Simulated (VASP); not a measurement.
# Zn (P6_3/mmc) in VASP: relaxation of cell and atoms with PBE

Aim: the relaxation of cell and atoms of Zn with PBE.

All numbers are computed with VASP 6.6.1; they aren't measurements. Logs are shortened: lines on timing, memory, paths and dates and some standing lists are left out, and cuts for length are marked.

**1. The cell of the first run**

The structure is hexagonal, space group P6_3/mmc (No. 194). Conventional cell: a = 2.633 Å, b = 2.633 Å, c = 5.108 Å, α = 90.00°, β = 90.00°, γ = 120.00°. Within 3.5 Å of Zn (site symmetry -6m2) lie 12 Zn at 2.63 to 2.97 Å.

**2. Relaxation of cell and atoms, PBE**

INCAR reads:

```
SYSTEM = Zn
  PREC = Accurate
  ENCUT = 550
  EDIFF = 1E-7
  ISMEAR = -1
  SIGMA = 0.15
  LREAL = .FALSE.
  LASPH = .TRUE.
  NELM = 300
  ALGO = All
  ISIF = 3
  LWAVE = .FALSE.
  LCHARG = .FALSE.
  GGA = PE
  IBRION = 2
  NSW = 80
  EDIFFG = -0.001
  GGA_COMPAT = .FALSE.
  NELMIN = 4
  ISEARCH = 1
  KPAR = 4
```

KPOINTS reads:

```
regular mesh
0
G
  18 18 8
  0 0 0
```

POSCAR reads:

```
Zn
1.0
    2.6333229262      0.0000000000      0.0000000000
   -1.3166614631      2.2805245505      0.0000000000
    0.0000000000      0.0000000000      5.1082450315
Zn
2
Direct
    0.3333333333      0.6666666667      0.2500000000
    0.6666666667      0.3333333333      0.7500000000
```

Potentials or basis: VASP PAW PBE potentials, release 64 (Zn).

Launch:

```sh
$ cat potpaw_PBE.64/Zn/POTCAR > POTCAR
$ mpirun -np 4 vasp_std > vasp.out
```

OUTCAR:

```text
SYSTEM = Zn
   PREC = Accurate
   ENCUT = 550
   EDIFF = 1E-7
   ISMEAR = -1
   LREAL = .FALSE.
   LASPH = .TRUE.
   NELM = 300
   ISIF = 3
   GGA = PE
   IBRION = 2
   NSW = 80
   EDIFFG = -0.001
   NELMIN = 4

 ion  position               nearest neighbor table
   1  0.333  0.667  0.250-   2 2.97   2 2.97   2 2.97   2 2.97   2 2.97   2 2.97
   2  0.667  0.333  0.750-   1 2.97   1 2.97   1 2.97   1 2.97   1 2.97   1 2.97

  LATTYP: Found a hexagonal cell.
 ALAT       =     2.6333229262
 C/A-ratio  =     1.9398475518

  Lattice vectors:

 A1 = (   2.6333229262,   0.0000000000,   0.0000000000)
 A2 = (  -1.3166614631,   2.2805245505,   0.0000000000)
 A3 = (   0.0000000000,   0.0000000000,   5.1082450315)

Analysis of symmetry for initial positions (statically):
=====================================================================
 Subroutine PRICEL returns:
 Original cell was already a primitive cell.

 Routine SETGRP: Setting up the symmetry group for a
 hexagonal supercell.

 Subroutine GETGRP returns: Found 24 space group operations
 (whereof 12 operations were pure point group operations)
 out of a pool of 24 trial point group operations.

The static configuration has the point symmetry D_3d.
 The point group associated with its full space group is D_6h.

Analysis of symmetry for dynamics (positions and initial velocities):
=====================================================================
 Subroutine PRICEL returns:
 Original cell was already a primitive cell.

 Routine SETGRP: Setting up the symmetry group for a
 hexagonal supercell.

 Subroutine GETGRP returns: Found 24 space group operations
 (whereof 12 operations were pure point group operations)
 out of a pool of 24 trial point group operations.

The dynamic configuration has the point symmetry D_3d.
 The point group associated with its full space group is D_6h.

 Subroutine INISYM returns: Found 24 space group operations
 (whereof 12 operations are pure point group operations),
 and found     1 'primitive' translations

----------------------------------------------------------------------------------------

                                     Primitive cell

  volume of cell :      30.6768

  direct lattice vectors                    reciprocal lattice vectors
     2.633322926  0.000000000  0.000000000     0.379748336  0.219247804  0.000000000
    -1.316661463  2.280524551  0.000000000     0.000000000  0.438495608  0.000000000
     0.000000000  0.000000000  5.108245032     0.000000000  0.000000000  0.195761948

  length of vectors
     2.633322926  2.633322926  5.108245032     0.438495608  0.438495608  0.195761948

  position of ions in fractional coordinates (direct lattice)
     0.333333333  0.666666667  0.250000000
     0.666666667  0.333333333  0.750000000

  ion indices of the primitive-cell ions
   primitive index   ion index
                 1           1
                 2           2

----------------------------------------------------------------------------------------

 KPOINTS: regular mesh

Automatic generation of k-mesh.
 Grid dimensions read from file:
 generate k-points for:   18   18    8

 Generating k-lattice:

  Cartesian coordinates                     Fractional coordinates (reciprocal lattice)
     0.021097130  0.012180434  0.000000000     0.055555556 -0.000000000  0.000000000
     0.000000000  0.024360867  0.000000000     0.000000000  0.055555556  0.000000000
     0.000000000  0.000000000  0.024470244     0.000000000  0.000000000  0.125000000

  Length of vectors
     0.024360867  0.024360867  0.024470244

  Shift w.r.t. Gamma in fractional coordinates (k-lattice)
     0.000000000  0.000000000  0.000000000

 Subroutine IBZKPT returns following result:
 ===========================================

 Found    185 irreducible k-points:

 Following reciprocal coordinates:
            Coordinates               Weight
  0.000000  0.000000  0.000000      1.000000
  0.055556 -0.000000  0.000000      6.000000
  0.111111 -0.000000  0.000000      6.000000
  0.166667 -0.000000  0.000000      6.000000
  0.222222 -0.000000  0.000000      6.000000
  0.277778 -0.000000  0.000000      6.000000
[... 16 lines left out ...]
  0.333333  0.111111  0.000000     12.000000
  0.388889  0.111111  0.000000     12.000000
 [... further k-points ...]
   k-points           NKPTS =    185   k-points in BZ     NKDIM =    185   number of bands    NBANDS=     16
   number of dos      NEDOS =    301   number of ions     NIONS =      2
   total plane-waves  NPLWV =  16000
   dimension x,y,z NGX =    20 NGY =   20 NGZ =   40
   dimension x,y,z NGXF=    40 NGYF=   40 NGZF=   80
   ions per type =               2
   NGX,Y,Z   is equivalent  to a cutoff of  12.63, 12.63, 13.02 a.u.
   NGXF,Y,Z  is equivalent  to a cutoff of  25.25, 25.25, 26.04 a.u.
 SYSTEM =  Zn
   PREC   = accura    normal or accurate (medium, high low for compatibility)
   ISTART =      0    job   : 0-new  1-cont  2-samecut
   ICHARG =      2    charge: 1-file 2-atom 10-const
   ISPIN  =      1    spin polarized calculation?
   LNONCOLLINEAR =      F non collinear calculations
   LSORBIT =      F    spin-orbit coupling
   LASPH  =      T    aspherical Exc in radial PAW
   ENCUT  =  550.0 eV  40.42 Ry    6.36 a.u.   5.04  5.04  9.77*2*pi/ulx,y,z
   NELM   =    300;   NELMIN=  4; NELMDL= -5     # of ELM steps
   EDIFF  = 0.1E-06   stopping-criterion for ELM
   LREAL  =      F    real-space projection
   EDIFFG = -.1E-02   stopping-criterion for IOM
   NSW    =     80    number of steps for IOM
   IBRION =      2    ionic relax: 0-MD 1-quasi-New 2-CG
   NFREE  =      1    steps in history (QN), initial steepest desc. (CG)
   ISIF   =      3    stress and relaxation
   ISYM   =      2    0-nonsym 1-usesym 2-fastsym
   POTIM  = 0.5000    time-step for ionic-motion
   TEBEG  =    0.0;   TEEND  =   0.0 temperature during run
   PSTRESS=    0.0 pullay stress
   NELECT =      24.0000    total number of electrons
   NUPDOWN=      -1.0000    fix difference up-down
   EMIN   =  10.00;   EMAX   =-10.00  energy-range for DOS
   EFERMI =   0.00;   METHOD = LEGACY
   ISMEAR =    -1;   SIGMA  =   0.15  broadening in eV -4-tet -1-fermi 0-gaus
   EFERMI_NEDOS =   21; number of points for ismear=-14 and -15
   IALGO  =     58    algorithm
   IMIX   =      4    mixing-type and parameters
     AMIX     =   0.40;   BMIX     =  1.00
     AMIX_MAG =   1.60;   BMIX_MAG =  1.00
  volume/ion in A,a.u.               =      15.34       103.51
  Fermi-wavevector in a.u.,A,eV,Ry     =   1.508487  2.850628 30.960527  2.275535
  Thomas-Fermi vector in A             =   2.618935
   LORBIT       =      0    0 simple, 1 ext, 2 COOP (PROOUT), +10 PAW based schemes
   GGA     = PE    functional components
   LHFCALC =     F    Hartree Fock is set to
   AEXX    =    0.0000 exact exchange contribution
   IVDW    =     0    specifies the selected vdW correction
   LEPSILON=     F    determine dielectric tensor
   LRPA    =     F    only Hartree local field effects (RPA)
 conjugate gradient relaxation of ions
 non-spin polarized calculation
  energy-cutoff  :      550.00
  volume of cell :       30.68
 maximum number of plane-waves:       924
   NGX = 11   NGY = 11   NGZ = 19

--------------------------------------- Ionic step        1  -------------------------------------------

 number of electron      23.9999999 magnetization

 Free energy of the ion-electron system (eV)
  ---------------------------------------------------
  ext. energy  EPLUGINS =         0.00000000
  ---------------------------------------------------
  free energy    TOTEN  =        -2.23269719 eV

  energy without entropy =       -2.20333741  energy(sigma->0) =       -2.21801730

------------------------ aborting loop because EDIFF is reached ----------------------------------------

  FORCE on cell =-STRESS in cart. coord.  units (eV):
  Direction    XX          YY          ZZ          XY          YZ          ZX
  --------------------------------------------------------------------------------------
  -------------------------------------------------------------------------------------
  Total        0.1257408      0.1257408     -0.0247482      0.0000000     -0.0000000      0.0000000
  in kB        6.5671386      6.5671386     -1.2925388      0.0000000     -0.0000000      0.0000000
  external PRESSURE =       3.9472461 kB  Pullay stress =       0.0000000 kB
[... 89 lines left out ...]
  FREE ENERGIE OF THE ION-ELECTRON SYSTEM (eV)
  ---------------------------------------------------
  free  energy   TOTEN  =        -2.2331100118 eV

  energy  without entropy=       -2.2031333821  energy(sigma->0) =       -2.21812170

[... ionic steps 4 to 9 ...]

--------------------------------------- Ionic step       10  -------------------------------------------

 number of electron      24.0000010 magnetization

------------------------ aborting loop because EDIFF is reached ----------------------------------------

  FORCE on cell =-STRESS in cart. coord.  units (eV):
  Direction    XX          YY          ZZ          XY          YZ          ZX
  --------------------------------------------------------------------------------------
  -------------------------------------------------------------------------------------
  Total        0.0030463      0.0030463     -0.0007094      0.0000000      0.0000000      0.0000000
  in kB        0.1589976      0.1589976     -0.0370267      0.0000000      0.0000000      0.0000000
  external PRESSURE =       0.0936562 kB  Pullay stress =       0.0000000 kB
[... 57 lines left out ...]
  energy  without entropy=       -2.2026437485  energy(sigma->0) =       -2.21801719

--------------------------------------- Ionic step       12  -------------------------------------------

 number of electron      24.0000010 magnetization

 Free energy of the ion-electron system (eV)
  ---------------------------------------------------
  ext. energy  EPLUGINS =         0.00000000
  ---------------------------------------------------
  free energy    TOTEN  =        -2.23339001 eV

  energy without entropy =       -2.20260243  energy(sigma->0) =       -2.21799622

 E-fermi :   3.0698     XC(G=0): -11.4964

 val. band max:        3.0690095569   @ k =   0.2778   0.1667   0.0000
 cond. band min:       3.0705926332   @ k =   0.2222   0.0556   0.1250
 fundamental gap:      0.0015830764
 Fermi energy:         3.0697975793

 k-point     1 :       0.0000    0.0000    0.0000
  band No.  band energies     occupation
      1      -7.2939      2.00000
      2      -5.5914      2.00000
      3      -4.8928      2.00000
      4      -4.6344      2.00000
      5      -4.6344      2.00000
      6      -4.5921      2.00000
[... 8 lines left out ...]
     15      19.3961      0.00000
     16      20.9575      0.00000
[... 420 lines left out ...]
  band No.  band energies     occupation
      1      -5.2642      2.00000
      2      -5.1716      2.00000
      3      -5.0622      2.00000
      4      -4.6477      2.00000
      5      -4.4842      2.00000
      6      -4.4788      2.00000
[... 8 lines left out ...]
     15       8.3044      0.00000
     16       9.8558      0.00000

 [... further k-points ...]

------------------------ aborting loop because EDIFF is reached ----------------------------------------

  FORCE on cell =-STRESS in cart. coord.  units (eV):
  Direction    XX          YY          ZZ          XY          YZ          ZX
  --------------------------------------------------------------------------------------
  -------------------------------------------------------------------------------------
  Total       -0.0018385     -0.0018385     -0.0013460      0.0000000      0.0000000      0.0000000
  in kB       -0.0959518     -0.0959518     -0.0702440      0.0000000      0.0000000      0.0000000
  external PRESSURE =      -0.0873825 kB  Pullay stress =       0.0000000 kB
[... 17 lines left out ...]
  FREE ENERGIE OF THE ION-ELECTRON SYSTEM (eV)
  ---------------------------------------------------
  free  energy   TOTEN  =        -2.2333900108 eV

  energy  without entropy=       -2.2026024057  energy(sigma->0) =       -2.21799621

 reached required accuracy - stopping structural energy minimisation
```

It took 2.8 min on 4 MPI ranks of Intel Xeon Platinum 8259CL at 2.50GHz (Skylake/Cascade Lake), shared host; peak memory 0.29 GiB.

Results:

```
Free energy                           : -2.2334 eV
Relaxed volume                        : 15.35 Å³/atom
Relaxed cell                          : a = 2.647 Å, b = 2.647 Å, c = 5.060 Å, α = 90.00°, β = 90.00°, γ = 120.00°
Space group after relaxing (to 0.1 Å) : P6_3/mmc (No. 194)
Energy gained by relaxing             : 0.3 meV/atom
Ionic steps                           : 12
Pressure after relaxing               : 0.0 GPa
Band gap on the k mesh                : zero (bands 12 and 13 overlap by 5.11 eV)
```

Step by step:
```csv
step,energy change (eV),largest force (eV/Å),pressure (GPa),volume (Å³)
1,0.0000,0.0000,0.39,30.68
2,-0.0004,0.0000,-0.10,30.84
3,-0.0004,0.0000,-0.09,30.86
4,-0.0004,0.0000,-0.25,30.90
5,-0.0004,0.0000,-0.18,30.87
6,-0.0004,0.0000,-0.16,30.87
7,-0.0005,0.0000,-0.13,30.83
8,-0.0007,0.0000,-0.04,30.76
9,-0.0006,0.0000,0.09,30.62
10,-0.0007,0.0000,0.01,30.70
11,-0.0007,0.0000,0.01,30.69
12,-0.0007,0.0000,-0.01,30.70
```

Final structure:
```
CELL_PARAMETERS angstrom
2.64685 0.00000 0.00000
-1.32342 2.29224 0.00000
0.00000 0.00000 5.05992
ATOMIC_POSITIONS crystal
Zn 0.33333 0.66667 0.25000
Zn 0.66667 0.33333 0.75000
```
